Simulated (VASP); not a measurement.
Here is a VASP 6.6.1 calculation.

The input INCAR:

```
ALGO = Normal
EDIFF = 1E-6
ENCUT = 520
GGA = PE
ISIF = 2
ISMEAR = -1
LASPH = True
LCHARG = False
LREAL = False
LWAVE = False
NBANDS = 11
NELM = 100
PREC = Accurate
SIGMA = 0.1
```

File KPOINTS:

```
k-points
0
Gamma
  23 23 5
```

The input POSCAR:

```
C
1.0
    1.7421158745      0.0000000000      0.0000000000
   -0.8710579372      1.5087166037      0.0000000000
    0.0000000000      0.0000000000      8.3062376561
C
2
Direct
    0.3333333333      0.6666666667      0.2500000000
    0.6666666667      0.3333333333      0.7500000000
```

Potentials or basis: VASP PAW PBE potentials, release 64 (C).

Launch:

```bash
$ cat potpaw_PBE.64/C/POTCAR > POTCAR
$ mpirun -np 1 vasp_std > vasp.out
```

Estimate the pressure.

-3.1 GPa.

Predict the band gap on the k mesh.

zero (band 4 reaches 4.35 eV, above the bottom of band 5 at 3.40 eV).

Stress tensor (GPa, compression positive):
```
-4.52  0.00  0.00
 0.00 -4.52  0.00
 0.00  0.00 -0.20
```

Caveat: this functional lacks dispersion, which binds the layers, so the pressure and a relaxed spacing across them are unreliable.
